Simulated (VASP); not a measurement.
# ZnF2 (P4_2/mnm) in VASP: a series of runs

ZnF2 is run at these levels: PBE; tasks: relaxation of shape and atoms at fixed volume.

Program: VASP 6.6.1. These are calculated values, not measurements. Logs are shortened: lines on timing, memory, paths and dates and some standing lists are left out, and cuts for length are marked.

**1. The cell of the first run**

It takes space group P4_2/mnm (No. 136, tetragonal). Conventional cell: a = 4.728 Å, b = 4.728 Å, c = 3.143 Å, α = 90.00°, β = 90.00°, γ = 90.00°. Zn (site symmetry mmm) has 6 F at 2.03 to 2.05 Å within 2.7 Å. Within 2.7 Å of F (site symmetry m2m) lie 3 Zn at 2.03 to 2.05 Å and 1 F at 2.63 Å.

**2. Relaxation of shape and atoms at fixed volume, PBE (11.71 Å³/atom)**

INCAR reads:

```
SYSTEM = ZnF2
PREC = Accurate
ENCUT = 600
EDIFF = 1E-7
ISMEAR = 0
SIGMA = 0.05
LREAL = .FALSE.
LASPH = .TRUE.
NELM = 120
ALGO = Normal
ISIF = 4
LWAVE = .FALSE.
LCHARG = .FALSE.
GGA = PE
IBRION = 2
NSW = 60
EDIFFG = -0.01
GGA_COMPAT = .FALSE.
NELMIN = 4
```

KPOINTS reads:

```
Automatic mesh
0
G
  6 6 10
  0 0 0
```

POSCAR reads:

```
ZnF2
1.0
    4.7276525153      0.0000000000      0.0000000000
    0.0000000000      4.7276525153      0.0000000000
    0.0000000000      0.0000000000      3.1425957600
Zn F
2 4
Direct
    0.0000000000      0.0000000000      0.0000000000
    0.5000000000      0.5000000000      0.5000000000
    0.3036275415      0.3036275415      0.0000000000
    0.1963724585      0.8036275415      0.5000000000
    0.6963724585      0.6963724585      0.0000000000
    0.8036275415      0.1963724585      0.5000000000
```

Potentials or basis: VASP PAW PBE potentials, release 64 (Zn, F).

Run with:

```bash
> cat potpaw_PBE.64/Zn/POTCAR potpaw_PBE.64/F/POTCAR > POTCAR
> mpirun -np 1 vasp_std > vasp.out
```

OUTCAR:

```text
SYSTEM = ZnF2
   PREC = Accurate
   ENCUT = 600
   EDIFF = 1E-7
   ISMEAR = 0
   LREAL = .FALSE.
   LASPH = .TRUE.
   NELM = 120
   ISIF = 4
   GGA = PE
   IBRION = 2
   NSW = 60
   EDIFFG = -0.01
   NELMIN = 4

 ion  position               nearest neighbor table
   1  0.000  0.000  0.000-   3 2.03   5 2.03   4 2.05   6 2.05   4 2.05   6 2.05
   2  0.500  0.500  0.500-   4 2.03   6 2.03   5 2.05   3 2.05   3 2.05   5 2.05
   3  0.304  0.304  0.000-   1 2.03   2 2.05   2 2.05
   4  0.196  0.804  0.500-   2 2.03   1 2.05   1 2.05
   5  0.696  0.696  0.000-   1 2.03   2 2.05   2 2.05
   6  0.804  0.196  0.500-   2 2.03   1 2.05   1 2.05

  LATTYP: Found a simple tetragonal cell.
 ALAT       =     4.7276525153
 C/A-ratio  =     0.6647264683

  Lattice vectors:

 A1 = (   4.7276525153,   0.0000000000,   0.0000000000)
 A2 = (   0.0000000000,   4.7276525153,   0.0000000000)
 A3 = (   0.0000000000,   0.0000000000,   3.1425957600)

Analysis of symmetry for initial positions (statically):
=====================================================================
 Subroutine PRICEL returns:
 Original cell was already a primitive cell.

 Routine SETGRP: Setting up the symmetry group for a
 simple tetragonal supercell.

 Subroutine GETGRP returns: Found 16 space group operations
 (whereof  8 operations were pure point group operations)
 out of a pool of 16 trial point group operations.

The static configuration has the point symmetry D_2h.
 The point group associated with its full space group is D_4h.

Analysis of symmetry for dynamics (positions and initial velocities):
=====================================================================
 Subroutine PRICEL returns:
 Original cell was already a primitive cell.

 Routine SETGRP: Setting up the symmetry group for a
 simple tetragonal supercell.

 Subroutine GETGRP returns: Found 16 space group operations
 (whereof  8 operations were pure point group operations)
 out of a pool of 16 trial point group operations.

The dynamic configuration has the point symmetry D_2h.
 The point group associated with its full space group is D_4h.

 Subroutine INISYM returns: Found 16 space group operations
 (whereof  8 operations are pure point group operations),
 and found     1 'primitive' translations

----------------------------------------------------------------------------------------

                                     Primitive cell

[... 106 lines left out ...]
   POTIM  = 0.5000    time-step for ionic-motion
   TEBEG  =    0.0;   TEEND  =   0.0 temperature during run
   PSTRESS=    0.0 pullay stress
   NELECT =      52.0000    total number of electrons
   NUPDOWN=      -1.0000    fix difference up-down
   EMIN   =  10.00;   EMAX   =-10.00  energy-range for DOS
   EFERMI =   0.00;   METHOD = LEGACY
   ISMEAR =     0;   SIGMA  =   0.05  broadening in eV -4-tet -1-fermi 0-gaus
   EFERMI_NEDOS =   21; number of points for ismear=-14 and -15
   IALGO  =     38    algorithm
   IMIX   =      4    mixing-type and parameters
     AMIX     =   0.40;   BMIX     =  1.00
     AMIX_MAG =   1.60;   BMIX_MAG =  1.00
  volume/ion in A,a.u.               =      11.71        79.00
  Fermi-wavevector in a.u.,A,eV,Ry     =   1.480981  2.798648 29.841711  2.193304
  Thomas-Fermi vector in A             =   2.594948
   LORBIT       =      0    0 simple, 1 ext, 2 COOP (PROOUT), +10 PAW based schemes
   GGA     = PE    functional components
   LHFCALC =     F    Hartree Fock is set to
   AEXX    =    0.0000 exact exchange contribution
   IVDW    =     0    specifies the selected vdW correction
   LEPSILON=     F    determine dielectric tensor
   LRPA    =     F    only Hartree local field effects (RPA)
 conjugate gradient relaxation of ions
 non-spin polarized calculation
 Gauss-broadening in eV      SIGMA  =   0.05
  energy-cutoff  :      600.00
  volume of cell :       70.24
 maximum number of plane-waves:      2372
 NGX is ok and might be reduce to    40
   NGX = 19   NGY = 19   NGZ = 13

--------------------------------------- Ionic step        1  -------------------------------------------

 number of electron      51.9999999 magnetization

 Free energy of the ion-electron system (eV)
  ---------------------------------------------------
  ext. energy  EPLUGINS =         0.00000000
  ---------------------------------------------------
  free energy    TOTEN  =       -23.19834754 eV

  energy without entropy =      -23.19834754  energy(sigma->0) =      -23.19834754

------------------------ aborting loop because EDIFF is reached ----------------------------------------

  FORCE on cell =-STRESS in cart. coord.  units (eV):
  Direction    XX          YY          ZZ          XY          YZ          ZX
  --------------------------------------------------------------------------------------
  -------------------------------------------------------------------------------------
  Total        2.0349592      2.0349592      2.4056123     -0.0000000      0.0000000      0.0000000
  in kB       46.4180264     46.4180264     54.8727334     -0.0000000      0.0000000      0.0000000
  external PRESSURE =      49.2362621 kB  Pullay stress =       0.0000000 kB
[... 147 lines left out ...]
--------------------------------------- Ionic step        5  -------------------------------------------

 number of electron      52.0000007 magnetization

 Free energy of the ion-electron system (eV)
  ---------------------------------------------------
  ext. energy  EPLUGINS =         0.00000000
  ---------------------------------------------------
  free energy    TOTEN  =       -23.19975074 eV

  energy without entropy =      -23.19975074  energy(sigma->0) =      -23.19975074

 E-fermi :  -1.0176     XC(G=0): -10.2120

 val. band max:       -1.2430118056   @ k =   0.0000   0.0000   0.0000
 cond. band min:       2.2145805480   @ k =   0.0000   0.0000   0.0000
 fundamental gap:      3.4575923536
 Fermi energy:        -1.0176096772

 k-point     1 :       0.0000    0.0000    0.0000
  band No.  band energies     occupation
      1     -23.0319      2.00000
      2     -22.2794      2.00000
      3     -22.2794      2.00000
      4     -22.2426      2.00000
      5      -7.3790      2.00000
      6      -6.5222      2.00000
[... 805 lines left out ...]
     30       9.9370      0.00000
     31      11.5986      0.00000

 [... further k-points ...]

------------------------ aborting loop because EDIFF is reached ----------------------------------------

  FORCE on cell =-STRESS in cart. coord.  units (eV):
  Direction    XX          YY          ZZ          XY          YZ          ZX
  --------------------------------------------------------------------------------------
  -------------------------------------------------------------------------------------
  Total        2.0665907      2.0665907      2.0963762      0.0000000      0.0000000      0.0000000
  in kB       47.1395511     47.1395511     47.8189662      0.0000000      0.0000000      0.0000000
  external PRESSURE =      47.3660228 kB  Pullay stress =       0.0000000 kB
[... 21 lines left out ...]
  FREE ENERGIE OF THE ION-ELECTRON SYSTEM (eV)
  ---------------------------------------------------
  free  energy   TOTEN  =       -23.1997507385 eV

  energy  without entropy=      -23.1997507385  energy(sigma->0) =      -23.19975074

 reached required accuracy - stopping structural energy minimisation
```

CONTCAR:

```text
ZnF2
   1.00000000000000
     4.7148224690700005   -0.0000000000000000    0.0000000000000000
    -0.0000000000000000    4.7148224690700005    0.0000000000000000
     0.0000000000000000    0.0000000000000000    3.1597223892069799
  Zn              F
     2     4
Direct
     0.0000000000000000    0.0000000000000000    0.0000000000000000
     0.5000000000000000    0.5000000000000000    0.5000000000000000
     0.3029484652734980    0.3029484652734980    0.0000000000000000
     0.1970515347265019    0.8029484652734981    0.5000000000000000
     0.6970515347265019    0.6970515347265019    0.0000000000000000
     0.8029484652734981    0.1970515347265019    0.5000000000000000

  0.00000000E+00  0.00000000E+00  0.00000000E+00
  0.00000000E+00  0.00000000E+00  0.00000000E+00
  0.00000000E+00  0.00000000E+00  0.00000000E+00
  0.00000000E+00  0.00000000E+00  0.00000000E+00
  0.00000000E+00  0.00000000E+00  0.00000000E+00
  0.00000000E+00  0.00000000E+00  0.00000000E+00
```

Wall time 9.2 min (1 thread of Oxide Virtual Turin-like, shared host); peak memory 0.25 GiB.

What came out:

| Property | Result |
| --- | --- |
| Free energy | -23.1998 eV |
| Energy gained by relaxing | 0.2 meV/atom |
| Ionic steps | 5 |
| Pressure after relaxing | 4.7 GPa |
| Largest force after relaxing | 0.008 eV/Å |
| Band gap on the k mesh | 3.46 eV |

Forces in eV/Å, atoms in the order of the input:
```
Zn   0.000  0.000  0.000
Zn   0.000  0.000  0.000
F    0.005  0.005  0.000
F   -0.005  0.005  0.000
F   -0.005 -0.005  0.000
F    0.005 -0.005  0.000
```

The path:
```tsv
step	energy change (eV)	largest force (eV/Å)	pressure (GPa)	volume (Å³)
1	0.0000	0.0429	4.92	70.24
2	-0.0009	0.0205	4.84	70.24
3	-0.0014	0.0112	4.73	70.24
4	-0.0014	0.0123	4.72	70.24
5	-0.0014	0.0076	4.74	70.24
```

Final structure:
```
Zn F
1.0
     4.71482    0.00000    0.00000
     0.00000    4.71482    0.00000
     0.00000    0.00000    3.15972
Zn F
2 4
Direct
  0.00000 0.00000 0.00000
  0.50000 0.50000 0.50000
  0.30295 0.30295 0.00000
  0.19705 0.80295 0.50000
  0.69705 0.69705 0.00000
  0.80295 0.19705 0.50000
```

**3. Relaxation of shape and atoms at fixed volume, PBE (11.95 Å³/atom)**

This run uses another cell than the first one, of 11.95 Å³/atom.

INCAR reads:

```
PREC = Accurate
ENCUT = 600
EDIFF = 1E-7
ISMEAR = 0
SIGMA = 0.05
LREAL = False
LASPH = True
NELM = 120
ALGO = Normal
ISIF = 4
LWAVE = False
LCHARG = False
GGA = PE
IBRION = 2
NSW = 60
EDIFFG = -0.01
GGA_COMPAT = False
NELMIN = 4
```

KPOINTS reads:

```
regular mesh
0
Gamma
  6 6 10
```

POSCAR reads:

```
ZnF2
1.0
    4.7677755517      0.0000000000      0.0000000000
    0.0000000000      4.7677755517      0.0000000000
    0.0000000000      0.0000000000      3.1542989736
Zn F
2 4
Direct
    0.0000000000      0.0000000000      0.0000000000
    0.5000000000      0.5000000000      0.5000000000
    0.3043824408      0.3043824408      0.0000000000
    0.1956175592      0.8043824408      0.5000000000
    0.6956175592      0.6956175592      0.0000000000
    0.8043824408      0.1956175592      0.5000000000
```

Potentials or basis: VASP PAW PBE potentials, release 64 (Zn, F).

Run with:

```bash
> cat potpaw_PBE.64/Zn/POTCAR potpaw_PBE.64/F/POTCAR > POTCAR
> mpirun -np 1 vasp_std > vasp.out
```

Run time: 8.9 min. Hardware: 1 thread of Oxide Virtual Turin-like, shared host; peak memory 0.25 GiB.

The run converged. Its results:

```
Free energy                  : -23.2364 eV
Energy gained by relaxing    : 0.3 meV/atom
Ionic steps                  : 3
Pressure after relaxing      : 2.4 GPa
Largest force after relaxing : 0.006 eV/Å
Band gap on the k mesh       : 3.45 eV
```

Forces on the atoms (eV/Å):
```
Zn   0.000  0.000  0.000
Zn   0.000  0.000  0.000
F    0.004  0.004  0.000
F   -0.004  0.004  0.000
F   -0.004 -0.004  0.000
F    0.004 -0.004  0.000
```

Stress tensor (GPa, compression positive):
```
2.32 0.00 0.00
0.00 2.32 0.00
0.00 0.00 2.42
```

Step by step:
```csv
step,energy change (eV),largest force (eV/Å),pressure (GPa),volume (Å³)
1,0.0000,0.0517,2.59,71.70
2,-0.0009,0.0296,2.49,71.70
3,-0.0016,0.0061,2.36,71.70
```

Final structure:
```xyz
6
Lattice="4.7559 0.0000 0.0000 0.0000 4.7559 0.0000 0.0000 0.0000 3.1701" Properties=species:S:1:pos:R:3 pbc="T T T"
Zn    0.0000    4.7559    0.0000
Zn    2.3780    2.3780    1.5850
F     1.4429    1.4429    0.0000
F     0.9350    3.8209    1.5850
F     3.3130    3.3130    0.0000
F     3.8209    0.9350    1.5850
```

Levels at points of the mesh, in eV from the valence-band top:
```csv
k point,band 24,band 25,band 26,band 27,band 28,band 29
"(0.00, 0.00, 0.00)",-0.31,-0.31,0.00,3.45,9.14,9.64
"(0.50, 0.00, 0.00)",-0.59,-0.39,-0.39,6.01,6.01,10.53
"(0.50, 0.50, 0.00)",-1.13,-0.33,-0.33,6.88,6.88,9.16
"(0.00, 0.00, 0.50)",-1.25,-1.19,-1.19,8.09,8.09,11.80
"(0.50, 0.00, 0.50)",-1.21,-0.04,-0.04,8.57,8.57,10.29
"(0.50, 0.50, 0.50)",-1.19,-0.76,-0.76,7.93,7.93,11.49
```
